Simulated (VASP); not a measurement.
# Ag (I4/mmm) in VASP: notebook

Runs on Ag. Level: r2SCAN. Tasks: single point.

Everything below comes from runs of VASP 6.6.1. Logs are shortened: lines on timing, memory, paths and dates and some standing lists are left out, and cuts for length are marked.

## Step 1: The cell of the first run

The structure is tetragonal, space group I4/mmm (No. 139). The conventional cell has a = 2.774 Å, b = 2.774 Å, c = 4.086 Å, α = 90.00°, β = 90.00°, γ = 90.00°. Ag (site symmetry 4/mmm) has 12 Ag at 2.77 to 2.83 Å within 3.7 Å.

## Step 2: Single point, r2SCAN (strain -0.040 along x and y, +0.000 along z)

POSCAR reads:

```
Ag
1.0
    0.0000000000      1.9613760000      2.0431000000
    1.9613760000      0.0000000000      2.0431000000
    1.9613760000      1.9613760000      0.0000000000
Ag
1
Direct
    0.0000000000      0.0000000000      0.0000000000
```

INCAR.step1 reads:

```
SYSTEM = Ag
ALGO = Normal
EDIFF = 1E-4
ENCUT = 520
GGA = PE
ISMEAR = 0
LASPH = .True.
LCHARG = .False.
LREAL = .False.
LWAVE = .True.
NBANDS = 12
NELM = 80
PREC = Accurate
SIGMA = 0.15
```

INCAR.step2 reads:

```
SYSTEM = Ag
ALGO = Normal
EDIFF = 1E-7
ENCUT = 520
ISIF = 2
ISMEAR = 0
ISTART = 1
LASPH = .True.
LCHARG = .False.
LMIXTAU = .True.
LREAL = .False.
LWAVE = .False.
METAGGA = R2SCAN
NBANDS = 12
NELM = 80
PREC = Accurate
SIGMA = 0.15
```

KPOINTS reads:

```
k-points
0
Gamma
  20 20 20
  0 0 0
```

Potentials or basis: VASP PAW PBE potentials, release 64 (Ag).

Launch:

```console
cat potpaw_PBE.64/Ag/POTCAR > POTCAR
cp INCAR.step1 INCAR
mpirun -np 1 vasp_std > vasp.out
cp INCAR.step2 INCAR
mpirun -np 1 vasp_std > vasp.out
```

OUTCAR:

```text
SYSTEM = Ag
   EDIFF = 1E-7
   ENCUT = 520
   ISIF = 2
   ISMEAR = 0
   ISTART = 1
   LASPH = .True.
   LREAL = .False.
   METAGGA = R2SCAN
   NELM = 80
   PREC = Accurate

 ion  position               nearest neighbor table
   1  0.000  0.000  0.000-

  LATTYP: Found a body centered tetragonal cell.
 ALAT       =     2.7738045401
 C/A-ratio  =     1.4731391275

  Lattice vectors:

 A1 = (  -1.9613760000,   0.0000000000,   2.0431000000)
 A2 = (   1.9613760000,   0.0000000000,   2.0431000000)
 A3 = (   0.0000000000,   1.9613760000,  -2.0431000000)

Analysis of symmetry for initial positions (statically):
=====================================================================
 Subroutine PRICEL returns:
 Original cell was already a primitive cell.

 Routine SETGRP: Setting up the symmetry group for a
 body centered tetragonal supercell.

 Subroutine GETGRP returns: Found 16 space group operations
 (whereof 16 operations were pure point group operations)
 out of a pool of 16 trial point group operations.

The static configuration has the point symmetry D_4h.

Analysis of symmetry for dynamics (positions and initial velocities):
=====================================================================
 Subroutine PRICEL returns:
 Original cell was already a primitive cell.

 Routine SETGRP: Setting up the symmetry group for a
 body centered tetragonal supercell.

 Subroutine GETGRP returns: Found 16 space group operations
 (whereof 16 operations were pure point group operations)
 out of a pool of 16 trial point group operations.

The dynamic configuration has the point symmetry D_4h.

 Subroutine INISYM returns: Found 16 space group operations
 (whereof 16 operations are pure point group operations),
 and found     1 'primitive' translations

----------------------------------------------------------------------------------------

                                     Primitive cell

  volume of cell :      15.7196

  direct lattice vectors                    reciprocal lattice vectors
     0.000000000  1.961376000  2.043100000    -0.254923074  0.254923074  0.244726151
     1.961376000  0.000000000  2.043100000     0.254923074 -0.254923074  0.244726151
     1.961376000  1.961376000  0.000000000     0.254923074  0.254923074 -0.244726151

  length of vectors
     2.832181743  2.832181743  2.773804540     0.435732070  0.435732070  0.435732070

  position of ions in fractional coordinates (direct lattice)
     0.000000000  0.000000000  0.000000000

  ion indices of the primitive-cell ions
   primitive index   ion index
                 1           1

----------------------------------------------------------------------------------------

 KPOINTS: k-points

Automatic generation of k-mesh.
 Grid dimensions read from file:
 generate k-points for:   20   20   20

 Generating k-lattice:

  Cartesian coordinates                     Fractional coordinates (reciprocal lattice)
    -0.012746154  0.012746154  0.012236308     0.050000000 -0.000000000  0.000000000
     0.012746154 -0.012746154  0.012236308    -0.000000000  0.050000000  0.000000000
     0.012746154  0.012746154 -0.012236308     0.000000000  0.000000000  0.050000000

  Length of vectors
     0.021786604  0.021786604  0.021786604

  Shift w.r.t. Gamma in fractional coordinates (k-lattice)
     0.000000000  0.000000000  0.000000000

 Subroutine IBZKPT returns following result:
 ===========================================

 Found    641 irreducible k-points:

 Following reciprocal coordinates:
            Coordinates               Weight
  0.000000  0.000000  0.000000      1.000000
  0.050000  0.000000  0.000000      8.000000
  0.100000  0.000000  0.000000      8.000000
  0.150000 -0.000000  0.000000      8.000000
  0.200000  0.000000  0.000000      8.000000
  0.250000  0.000000  0.000000      8.000000
[... 16 lines left out ...]
 -0.400000  0.050000  0.000000      8.000000
 -0.350000  0.050000  0.000000      8.000000
 [... further k-points ...]
   k-points           NKPTS =    641   k-points in BZ     NKDIM =    641   number of bands    NBANDS=     12
   number of dos      NEDOS =    301   number of ions     NIONS =      1
   total plane-waves  NPLWV =  13824
   dimension x,y,z NGX =    24 NGY =   24 NGZ =   24
   dimension x,y,z NGXF=    48 NGYF=   48 NGZF=   48
   ions per type =               1
   NGX,Y,Z   is equivalent  to a cutoff of  14.09, 14.09, 14.38 a.u.
   NGXF,Y,Z  is equivalent  to a cutoff of  28.18, 28.18, 28.77 a.u.
 SYSTEM =  Ag
   PREC   = accura    normal or accurate (medium, high low for compatibility)
   ISTART =      1    job   : 0-new  1-cont  2-samecut
   ICHARG =      0    charge: 1-file 2-atom 10-const
   ISPIN  =      1    spin polarized calculation?
   LNONCOLLINEAR =      F non collinear calculations
   LSORBIT =      F    spin-orbit coupling
   LASPH  =      T    aspherical Exc in radial PAW
   ENCUT  =  520.0 eV  38.22 Ry    6.18 a.u.   5.27  5.27  5.16*2*pi/ulx,y,z
   NELM   =     80;   NELMIN=  2; NELMDL=  0     # of ELM steps
   EDIFF  = 0.1E-06   stopping-criterion for ELM
   LREAL  =      F    real-space projection
   EDIFFG = 0.1E-05   stopping-criterion for IOM
   NSW    =      0    number of steps for IOM
   IBRION =     -1    ionic relax: 0-MD 1-quasi-New 2-CG
   NFREE  =      0    steps in history (QN), initial steepest desc. (CG)
   ISIF   =      2    stress and relaxation
   ISYM   =      2    0-nonsym 1-usesym 2-fastsym
   POTIM  = 0.5000    time-step for ionic-motion
   TEBEG  =    0.0;   TEEND  =   0.0 temperature during run
   PSTRESS=    0.0 pullay stress
   NELECT =      11.0000    total number of electrons
   NUPDOWN=      -1.0000    fix difference up-down
   EMIN   =  10.00;   EMAX   =-10.00  energy-range for DOS
   EFERMI =   0.00;   METHOD = LEGACY
   ISMEAR =     0;   SIGMA  =   0.15  broadening in eV -4-tet -1-fermi 0-gaus
   EFERMI_NEDOS =   21; number of points for ismear=-14 and -15
   IALGO  =     38    algorithm
   IMIX   =      4    mixing-type and parameters
     AMIX     =   0.40;   BMIX     =  1.00
     AMIX_MAG =   1.60;   BMIX_MAG =  1.00
  volume/ion in A,a.u.               =      15.72       106.08
  Fermi-wavevector in a.u.,A,eV,Ry     =   1.453423  2.746571 28.741459  2.112438
  Thomas-Fermi vector in A             =   2.570691
   LORBIT       =      0    0 simple, 1 ext, 2 COOP (PROOUT), +10 PAW based schemes
   METAGGA = R2SCAN    functional components
   LHFCALC =     F    Hartree Fock is set to
   AEXX    =    0.0000 exact exchange contribution
   IVDW    =     0    specifies the selected vdW correction
   LEPSILON=     F    determine dielectric tensor
   LRPA    =     F    only Hartree local field effects (RPA)
 non-spin polarized calculation
 Gauss-broadening in eV      SIGMA  =   0.15
  energy-cutoff  :      520.00
  volume of cell :       15.72
 maximum number of plane-waves:       437
 NGX is ok and might be reduce to    24
   NGX = 11   NGY = 11   NGZ = 11

 number of electron      11.0000000 magnetization

 Free energy of the ion-electron system (eV)
  ---------------------------------------------------
  ext. energy  EPLUGINS =         0.00000000
  ---------------------------------------------------
  free energy    TOTEN  =       -21.29863825 eV

  energy without entropy =      -21.29632920  energy(sigma->0) =      -21.29748372

 E-fermi :   9.6415     XC(G=0): -13.5461

 val. band max:        9.6291166714   @ k =   0.5000   0.1500   0.3500
 cond. band min:       9.6502488416   @ k =   0.4500   0.0500   0.4000
 fundamental gap:      0.0211321701
 Fermi energy:         9.6414591021

 k-point     1 :       0.0000    0.0000    0.0000
  band No.  band energies     occupation
      1       1.0036      2.00000
      2       3.9489      2.00000
      3       4.2546      2.00000
      4       4.2546      2.00000
      5       5.1914      2.00000
      6       5.5112      2.00000
      7      26.4683      0.00000
      8      30.2174      0.00000
      9      30.9270      0.00000
     10      30.9270      0.00000
     11      35.8415      0.00000
     12      37.3341      0.00000

 k-point     2 :       0.0500    0.0000    0.0000
  band No.  band energies     occupation
      1       1.0905      2.00000
      2       3.9611      2.00000
      3       4.2459      2.00000
      4       4.2800      2.00000
      5       5.1846      2.00000
      6       5.4974      2.00000
      7      26.5078      0.00000
      8      29.8405      0.00000
      9      30.6224      0.00000
     10      30.9792      0.00000
     11      36.1346      0.00000
     12      37.2224      0.00000

 k-point     3 :       0.1000    0.0000    0.0000
  band No.  band energies     occupation
      1       1.3426      2.00000
      2       3.9790      2.00000
      3       4.2406      2.00000
      4       4.3489      2.00000
      5       5.1743      2.00000
      6       5.4632      2.00000
      7      26.4904      0.00000
      8      28.5065      0.00000
      9      30.6676      0.00000
     10      31.1194      0.00000
     11      35.4007      0.00000
     12      36.9823      0.00000

 k-point     4 :       0.1500   -0.0000    0.0000
  band No.  band energies     occupation
      1       1.7264      2.00000
      2       3.9874      2.00000
      3       4.2658      2.00000
      4       4.4384      2.00000
      5       5.1917      2.00000
      6       5.4328      2.00000
      7      25.6579      0.00000
      8      27.6229      0.00000
      9      30.8522      0.00000
     10      31.2957      0.00000
     11      34.4763      0.00000
     12      36.1193      0.00000

 k-point     5 :       0.2000    0.0000    0.0000
  band No.  band energies     occupation
      1       2.1507      2.00000
      2       4.0788      2.00000
      3       4.2858      2.00000
      4       4.5066      2.00000
      5       5.2809      2.00000
      6       5.4477      2.00000
      7      23.8622      0.00000
      8      27.4306      0.00000
      9      30.9983      0.00000
     10      31.4157      0.00000
     11      33.9529      0.00000
     12      35.1858      0.00000
[... 228 lines left out ...]
      1       2.3734      2.00000
      2       3.9433      2.00000
      3       4.2970      2.00000
      4       6.1502      2.00000
      5       6.2389      2.00000
      6       9.2198      1.99993
      7      13.9375      0.00000
      8      25.4749      0.00000
      9      28.4127      0.00000
     10      29.3139      0.00000
     11      34.3495      0.00000
     12      35.2001      0.00000

 k-point    22 :      -0.4500    0.0500    0.0000
  band No.  band energies     occupation
      1       2.3800      2.00000
      2       3.9575      2.00000
      3       4.2942      2.00000
      4       6.1642      2.00000
      5       6.1828      2.00000
      6       9.0854      2.00000
      7      14.1222      0.00000
      8      25.4465      0.00000
      9      28.2843      0.00000
     10      29.6628      0.00000
     11      34.3985      0.00000
     12      35.0893      0.00000

 k-point    23 :      -0.4000    0.0500    0.0000
  band No.  band energies     occupation
      1       2.4261      2.00000
      2       4.0024      2.00000
      3       4.3253      2.00000
      4       6.0389      2.00000
      5       6.0497      2.00000
      6       8.1522      2.00000
      7      15.4060      0.00000
      8      25.5770      0.00000
      9      28.4194      0.00000
     10      30.2559      0.00000
     11      34.3574      0.00000
     12      34.9377      0.00000

 k-point    24 :      -0.3500    0.0500    0.0000
  band No.  band energies     occupation
      1       2.4997      2.00000
      2       4.0698      2.00000
      3       4.3853      2.00000
      4       5.7471      2.00000
      5       5.8597      2.00000
      6       7.0975      2.00000
      7      17.1559      0.00000
      8      25.8482      0.00000
      9      28.7777      0.00000
     10      31.0652      0.00000
     11      34.2012      0.00000
     12      34.7423      0.00000

 [... further k-points ...]

------------------------ aborting loop because EDIFF is reached ----------------------------------------

  FORCE on cell =-STRESS in cart. coord.  units (eV):
  Direction    XX          YY          ZZ          XY          YZ          ZX
  --------------------------------------------------------------------------------------
  -------------------------------------------------------------------------------------
  Total        1.3860458      1.3860458      1.1466215      0.0000000      0.0000000     -0.0000000
  in kB      141.2689845    141.2689845    116.8663113      0.0000000      0.0000000     -0.0000000
  external PRESSURE =     133.1347601 kB  Pullay stress =       0.0000000 kB

 VOLUME and BASIS-vectors are now :
 -----------------------------------------------------------------------------
  energy-cutoff  :      520.00
  volume of cell :       15.72
      direct lattice vectors                 reciprocal lattice vectors
     0.000000000  1.961376000  2.043100000    -0.254923074  0.254923074  0.244726151
     1.961376000  0.000000000  2.043100000     0.254923074 -0.254923074  0.244726151
     1.961376000  1.961376000  0.000000000     0.254923074  0.254923074 -0.244726151

 POSITION                                       TOTAL-FORCE (eV/Angst)
 -----------------------------------------------------------------------------------
      0.00000      0.00000      0.00000         0.000000      0.000000      0.000000
 -----------------------------------------------------------------------------------
    total drift:                               -0.000000      0.000000      0.000000

  FREE ENERGIE OF THE ION-ELECTRON SYSTEM (eV)
  ---------------------------------------------------
  free  energy   TOTEN  =       -21.2986382502 eV

  energy  without entropy=      -21.2963291995  energy(sigma->0) =      -21.29748372
```

It took 3.6 min on 1 thread of Intel Xeon Platinum 8488C (Sapphire Rapids), shared host; peak memory 0.24 GiB.

Results:

- Free energy: -21.2986 eV
- Pressure: 13.3 GPa
- Band gap on the k mesh: zero (an odd number of electrons rules out a gap without spin polarisation)

Levels at points of the mesh, in eV from the Fermi level:
```csv
k point,band 4,band 5,band 6,band 7,band 8,band 9
"(0.00, 0.00, 0.00)",-5.39,-4.45,-4.13,16.83,20.58,21.29
"(0.50, 0.00, 0.00)",-3.41,-3.28,-0.60,4.18,15.94,19.13
"(0.50, 0.50, 0.00)",-3.11,-3.11,1.12,6.91,12.10,12.10
"(0.50, 0.00, 0.50)",-3.21,-2.97,1.89,8.00,11.26,11.37
```

Caveat: the cell differs from its parent crystal (strain -0.040 along x and y, +0.000 along z); the cell stands under pressure; the PAW data sets were made with another functional, which shifts forces and pressure a little.

(Part 1 of 2 ends here.)
